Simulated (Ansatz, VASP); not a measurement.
MgO: VASP beside Ansatz

The input POSCAR:

```
MgO
1.0
    2.9230552965      0.0000000000      0.0000000000
   -1.4615276483      2.5314401435      0.0000000000
    0.0000000000      0.0000000000      5.0921016501
Mg O
2 2
Direct
    0.0000000000      0.0000000000      0.0000000000
    0.0000000000      0.0000000000      0.5000000000
    0.3333333333      0.6666666667      0.2500000000
    0.6666666667      0.3333333333      0.7500000000
```

Contents of INCAR.step1:

```
  PREC = Accurate
  ENCUT = 520
  ISMEAR = 0
  SIGMA = 0.01
  LREAL = F
  LASPH = T
  NELM = 80
  NBANDS = 16
  GGA = PE
  ALGO = Normal
  EDIFF = 1E-4
  LWAVE = T
  LCHARG = F
```

Contents of INCAR.step2:

```
  PREC = Accurate
  ENCUT = 520
  EDIFF = 1E-6
  ISMEAR = 0
  SIGMA = 0.01
  LREAL = F
  LASPH = T
  NELM = 80
  ALGO = Normal
  ISIF = 2
  LWAVE = F
  LCHARG = F
  METAGGA = R2SCAN
  LMIXTAU = T
  NBANDS = 16
  ISTART = 1
```

File KPOINTS:

```
Automatic mesh
0
Gamma
  12 12 6
```

Input for Ansatz:

```yaml
crystal:
  lattice:
    - [2.9230552965, 0.0, 0.0]
    - [-1.4615276483, 2.5314401435, 0.0]
    - [0.0, 0.0, 5.0921016501]
  atoms:
    - { symbol: Mg, position: [0.0, 0.0, 0.0] }
    - { symbol: Mg, position: [0.0, 0.0, 0.5] }
    - { symbol: O, position: [0.3333333333, 0.6666666667, 0.25] }
    - { symbol: O, position: [0.6666666667, 0.3333333333, 0.75] }
kpoints:
  mp_grid: { grid: [12, 12, 6] }
  band_path:
    path:
      - [0.0, 0.0, 0.0]
      - [0.5, 0.0, 0.0]
      - [0.3333333333, 0.3333333333, 0.0]
      - [0.0, 0.0, 0.5]
      - [0.5, 0.0, 0.5]
      - [0.3333333333, 0.3333333333, 0.5]
    npoints: 1
hamiltonian:
  xc: r2scan
scf:
  occupations: { method: fixed }
  n_extra_bands: 5
output:
  forces: true
  stress: true
  eigenvalues: true
```

Alike in both runs: task single point; functional r2SCAN; k mesh 12 × 12 × 6; no spin polarisation.

```csv
,VASP,Ansatz
version,VASP 6.6.1,Ansatz 0.2.0
potentials or method,"VASP PAW PBE potentials, release 64 (Mg, O)","plane waves, PAW"
plane-wave cutoff (eV),520,500
occupations,"gaussian, width 0.01 eV",fixed
valence electrons in the cell,16,32
```

VASP gave:

| Quantity | Value |
| --- | --- |
| gap on the k mesh at the Fermi level (eV) | 5.31 |
| pressure (GPa) | -1.1 |

**Question.** Which values does Ansatz return?

**Answer.** gap on the k mesh at the Fermi level (eV): 5.34; pressure (GPa): 0.0.

VASP's potentials were made for PBE, not for r2SCAN. VASP's potentials hold 16 valence electrons a cell and Ansatz's 32, so a difference there can come from the potentials and not from the codes.
